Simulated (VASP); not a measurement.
TiO2, 6 atoms in the cell. The structure is tetragonal, space group P4_2/mnm (No. 136). The conventional cell has a = 4.643 Å, b = 4.643 Å, c = 2.964 Å, α = 90.00°, β = 90.00°, γ = 90.00°. Within 2.6 Å of Ti (site symmetry mmm) lie 6 O at 1.96 to 2.00 Å. Within 2.6 Å of O (site symmetry m2m) lie 3 Ti at 1.96 to 2.00 Å and 1 O at 2.56 Å. 

```yaml
Program: VASP 6.6.1
Task: single point
Functional: PBE
Potentials_or_basis: VASP PAW PBE potentials, release 64 (Ti_sv, O)
Cutoff: 520 eV
k_mesh: 6 × 6 × 10
Occupations: gaussian, width 0.05 eV
Spin: no spin polarisation
Dipole_correction: no
Further_INCAR_settings: ALGO = Normal; EDIFF = 1e-06; NBANDS = 33
```

Potentials or basis: VASP PAW PBE potentials, release 64 (Ti_sv, O).

Command:

```sh
$ cat potpaw_PBE.64/Ti_sv/POTCAR potpaw_PBE.64/O/POTCAR > POTCAR
$ mpirun -np 1 vasp_std > vasp.out
```

Hardware: 1 thread of AMD EPYC 7R43 64-Core Processor (Zen 3), on a shared host.

Estimate the wall time of this run.

Run time: 2.5 min on 1 thread of AMD EPYC 7R43 64-Core Processor (Zen 3), on a shared host, peak memory 0.2 GiB. Counts: scf iterations 17, k points 60.
